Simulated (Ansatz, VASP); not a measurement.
**Mg3Sb2 in VASP and in Ansatz**

```xyz
5
Lattice="4.5692 0.0000 0.0000 -2.2846 3.9570 0.0000 0.0000 0.0000 7.2404" Properties=species:S:1:pos:R:3 pbc="T T T"
Mg    0.0000    2.6380    4.5880
Mg    2.2846    1.3190    2.6524
Mg    0.0000    0.0000    0.0000
Sb    0.0000    2.6380    1.6562
Sb    2.2846    1.3190    5.5843
```

Alike in both runs: functional r2SCAN; k mesh 6 × 6 × 4; occupations gaussian, width 0.02 eV; no spin polarisation.

Ansatz relaxed the structure, and its values are those at the end. VASP's run is a single point on that final structure, the one shown.

|  | VASP | Ansatz |
| --- | --- | --- |
| version | VASP 6.6.1 | Ansatz 0.2.0 |
| potentials or method | VASP PAW PBE potentials, release 64 (Mg, Sb), cutoff 660 eV | scalar-relativistic, plane waves, PAW |
| valence electrons in the cell | 16 | 60 |

```tsv
	VASP	Ansatz	Ansatz less VASP
gap on the k mesh at the Fermi level (eV)	0.56	0.60	+0.038
least direct gap on the mesh (eV)	1.75	1.77	+0.028
pressure (GPa)	0.0	0.0	0.00
rms of the force components (eV/Å)	0.006	0.001	-0.0053
```

VASP's potentials were made for PBE, not for r2SCAN. VASP's potentials hold 16 valence electrons a cell and Ansatz's 60, so a difference there can come from the potentials and not from the codes.

Spin-orbit coupling is off throughout.
